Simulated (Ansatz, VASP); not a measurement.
One calculation of MgO, two programs

```
Mg O
1.0
     3.66220    0.00000    0.00000
    -1.83110    3.17156    0.00000
     0.00000    0.00000    4.06980
Mg O
2 2
Direct
  0.66667 0.33333 0.75000
  0.33333 0.66667 0.25000
  0.66667 0.33333 0.25000
  0.33333 0.66667 0.75000
```

Alike in both runs: task single point; functional PBE; k mesh 9 × 9 × 6; occupations gaussian, width 0.05 eV; no spin polarisation.

|  | VASP | Ansatz |
| --- | --- | --- |
| version | VASP 6.6.1 | Ansatz 0.2.0 |
| potentials or method | VASP PAW PBE potentials, release 64 (Mg, O), cutoff 520 eV | scalar-relativistic, plane waves, PAW |
| valence electrons in the cell | 16 | 32 |

```csv
,VASP,Ansatz,Ansatz less VASP
gap on the k mesh at the Fermi level (eV),3.21,3.22,+0.019
least direct gap on the mesh (eV),3.21,3.22,+0.019
pressure (GPa),-3.0,-2.5,+0.57
"traceless stress, the component that is largest in VASP (GPa)",7.61,7.66,+0.045
```

The functional is the same, so the differences come from potentials, cutoffs and numerics. VASP's potentials hold 16 valence electrons a cell and Ansatz's 32, so a difference there can come from the potentials and not from the codes.
